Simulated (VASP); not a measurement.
AlN:

```
Al N
1.0
     3.11300    0.00000    0.00000
    -1.55650    2.69594    0.00000
     0.00000    0.00000    4.98100
Al N
2 2
Direct
  0.33333 0.66667 0.00000
  0.66667 0.33333 0.50000
  0.33333 0.66667 0.38000
  0.66667 0.33333 0.88000
```

Base run:

| Item | Value |
| --- | --- |
| Program | VASP 6.6.1 |
| Functional | RPBE |
| Potentials or basis | VASP PAW PBE potentials, release 64 (Al, N) |
| Cutoff | 520 eV |
| k mesh | 12 × 12 × 4 |
| Occupations | gaussian, width 0.01 eV |
| Spin | no spin polarisation |

Its results: band gap on the k mesh 4.27 eV; pressure 6.7 GPa; largest force 0.136 eV/Å.

Problem. After a change of settings the same cell gave: band gap on the k mesh 4.22 eV; pressure 3.5 GPa; largest force 0.129 eV/Å. Which change was it?
A. functional from RPBE to LDA; potentials or basis from VASP PAW PBE potentials, release 64 (Al, N) to VASP PAW LDA potentials, release 64 (Al, N)
B. functional from RPBE to PBEsol; further incar settings from ALGO = Normal; EDIFF = 1e-06; NBANDS = 16 to ALGO = Normal; EDIFF = 1e-07; NBANDS = 16
C. functional from RPBE to PBE
D. functional from RPBE to r2SCAN; further incar settings from ALGO = Normal; EDIFF = 1e-06; NBANDS = 16 to ALGO = Normal; EDIFF = 1e-07; NBANDS = 16

Solution. C.

PBE binds more tightly than RPBE, so the same cell stands under less pressure.

Caveats: the cell stands under pressure; the PAW data sets were made with another functional, which shifts forces and pressure a little (at least some runs).
